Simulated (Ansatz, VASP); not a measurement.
Two plane-wave programs on Ni

Contents of INCAR:

```
PREC = Accurate ; ENCUT = 520
EDIFF = 1E-7 ; ISMEAR = -1
SIGMA = 0.1 ; LREAL = False
LASPH = True ; NELM = 100
ALGO = Normal ; ISIF = 2
LWAVE = False ; LCHARG = False
GGA = B5 ; ALDAX = 1.0
AGGAX = 1.0 ; AGGAC = 1.0
ALDAC = 0.0 ; NBANDS = 22
```

The input KPOINTS:

```
Automatic mesh
0
Gamma
  10 10 14
```

The input POSCAR:

```
Ni
1.0
    4.1149188932      0.0000000000      0.0000000000
   -2.0574594466      3.5636242960      0.0000000000
    0.0000000000      0.0000000000      2.4755869522
Ni
3
Direct
    0.0000000000      1.0000000000      1.0000000000
    0.3333333333      0.6666666667      0.5000000000
    0.6666666667      0.3333333333      0.5000000000
```

Input for Ansatz:

```yaml
crystal:
  lattice:
    - [4.1149188932, 0.0, 0.0]
    - [-2.0574594466, 3.563624296, 0.0]
    - [0.0, 0.0, 2.4755869522]
  atoms:
    - { symbol: Ni, position: [0.0, 1.0, 1.0] }
    - { symbol: Ni, position: [0.3333333333, 0.6666666667, 0.5] }
    - { symbol: Ni, position: [0.6666666667, 0.3333333333, 0.5] }
hamiltonian:
  xc: blyp
  pseudopotentials:
    kind: paw
    azcp:
      Ni: "pseudopotentials/Ni.paw.azcp"
basis:
  ecutwfc: 420
  fft_grid_basis: typed
kpoints:
  mp_grid: { grid: [10, 10, 14], shift: [0, 0, 0] }
magnetization:
  spin_polarized: false
scf:
  occupations: { method: fermi_dirac, width: 0.1 }
  lower_state_search: "off"
output:
  stress: true
  write_density: true
  write_potential: true
  elf: true
  volumetric_format: npy
```

Alike in both runs: task single point; functional BLYP; k mesh 10 × 10 × 14; occupations fermi-dirac, width 0.1 eV; no spin polarisation.

```csv
,VASP,Ansatz
version,VASP 6.6.1,Ansatz 0.2.0
potentials or method,"VASP PAW PBE potentials, release 64 (Ni), cutoff 520 eV","plane waves (420 eV) with PAW, scalar-relativistic"
valence electrons in the cell,30,54
```

|  | VASP | Ansatz | Ansatz less VASP |
| --- | --- | --- | --- |
| pressure (GPa) | -5.6 | -5.8 | -0.24 |
| traceless stress, the component that is largest in VASP (GPa) | 0.11 | 0.16 | +0.050 |

VASP's potentials were made for PBE, not for BLYP. VASP's potentials hold 30 valence electrons a cell and Ansatz's 54, so a difference there can come from the potentials and not from the codes.
